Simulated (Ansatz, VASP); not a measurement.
**One calculation of Ta, two programs**

INCAR

```
SYSTEM = Ta
ALGO = Normal
EDIFF = 1E-6
ENCUT = 520
GGA = PE
ISIF = 2
ISMEAR = 0
LASPH = .True.
LCHARG = .False.
LREAL = .False.
LWAVE = .False.
NBANDS = 12
NELM = 60
PREC = Accurate
SIGMA = 0.1
```

File KPOINTS:

```
k-points
0
Gamma
  10 10 20
  0 0 0
```

POSCAR

```
Ta
1.0
    3.3190540256      0.0000000000      0.0000000000
    0.0000000000      3.3190540256      0.0000000000
    1.6595270128     -1.6595270128      1.6595270128
Ta
1
Direct
    0.0000000000      0.0000000000      0.0000000000
```

Input for Ansatz:

```yaml
crystal:
  lattice:
    - [3.3190540256, 0.0, 0.0]
    - [0.0, 3.3190540256, 0.0]
    - [1.6595270128, -1.6595270128, 1.6595270128]
  atoms:
    - { symbol: Ta, position: [0.0, 0.0, 0.0] }
basis:
  ecutwfc: 420
kpoints:
  mp_grid: { grid: [10, 10, 20] }
hamiltonian:
  xc: pbe
scf:
  occupations: { method: gaussian, width: 0.1 }
output:
  forces: true
  stress: true
  eigenvalues: true
  write_density: true
  write_potential: true
  elf: true
  volumetric_format: npy
```

Alike in both runs: task single point; functional PBE; k mesh 10 × 10 × 20; occupations gaussian, width 0.1 eV; no spin polarisation.

```csv
,VASP,Ansatz
version,VASP 6.6.1,Ansatz 0.2.0
potentials or method,"VASP PAW PBE potentials, release 64 (Ta_pv), cutoff 520 eV","scalar-relativistic, plane waves, PAW"
valence electrons in the cell,11,13
```

VASP gave:

| Quantity | Value |
| --- | --- |
| gap on the k mesh at the Fermi level (eV) | none |
| pressure (GPa) | 0.4 |

Q: Estimate Ansatz's values.

A: gap on the k mesh at the Fermi level (eV): none; pressure (GPa): 0.3.

A gap of «none» marks a metal or a gap that the smearing closes. The functional is the same, so the differences come from potentials, cutoffs and numerics. VASP's potentials hold 11 valence electrons a cell and Ansatz's 13, so a difference there can come from the potentials and not from the codes.

Spin-orbit coupling is off throughout.
